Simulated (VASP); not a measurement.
Here is a VASP 6.6.1 calculation.

File INCAR:

```
SYSTEM = Ga
ALGO     = Normal         ! electronic algorithm
EDIFF    = 1E-8           ! SCF threshold, eV
ENCUT    = 520            ! plane-wave cutoff, eV
GGA      = PE             ! functional
ISIF     = 2              ! what is computed and relaxed
ISMEAR   = -1             ! smearing method
LASPH    = .TRUE.         ! aspherical terms in the spheres
LCHARG   = .FALSE.        ! write CHGCAR
LEFG     = .TRUE.       
LREAL    = .FALSE.        ! projectors in reciprocal space
LWAVE    = .FALSE.        ! write WAVECAR
NBANDS   = 20             ! bands
NELM     = 60             ! most SCF steps
PREC     = Accurate       ! precision mode
SIGMA    = 0.03           ! smearing width, eV
```

Contents of KPOINTS:

```
k-points
0
G
  14 14 11
  0 0 0
```

The input POSCAR:

```
Ga
1.0
    1.3830000000     -4.0265000000      0.0000000000
    1.3830000000      4.0265000000      0.0000000000
   -0.1174500000      0.0000000000      3.2966307000
Ga
2
Direct
    0.8690000000      0.1310000000      0.2500000000
    0.1310000000      0.8690000000      0.7500000000
```

Potentials or basis: VASP PAW PBE potentials, release 64 (Ga_d).

Run with:

```bash
$ cat potpaw_PBE.64/Ga_d/POTCAR > POTCAR
$ mpirun -np 1 vasp_std > vasp.out
```

Question: What does it give for the band gap on the k mesh?

Answer: Zero (bands 13 and 14 overlap by 8.17 eV).

Question: Predict the largest force.

Answer: 0.203 eV/Å.

Electric field gradients, principal values (V/Å²):
| atom | least | middle | greatest (by size) |
| --- | --- | --- | --- |
| 1 Ga | -6.509 | -18.360 | 24.869 |
| 2 Ga | -6.509 | -18.360 | 24.869 |

Caveat: the cell differs from its parent crystal (zz strain of -1 %); without QUAD_EFG the Cq values of the log hold for a quadrupole moment of 1 mb, not for the nuclei.
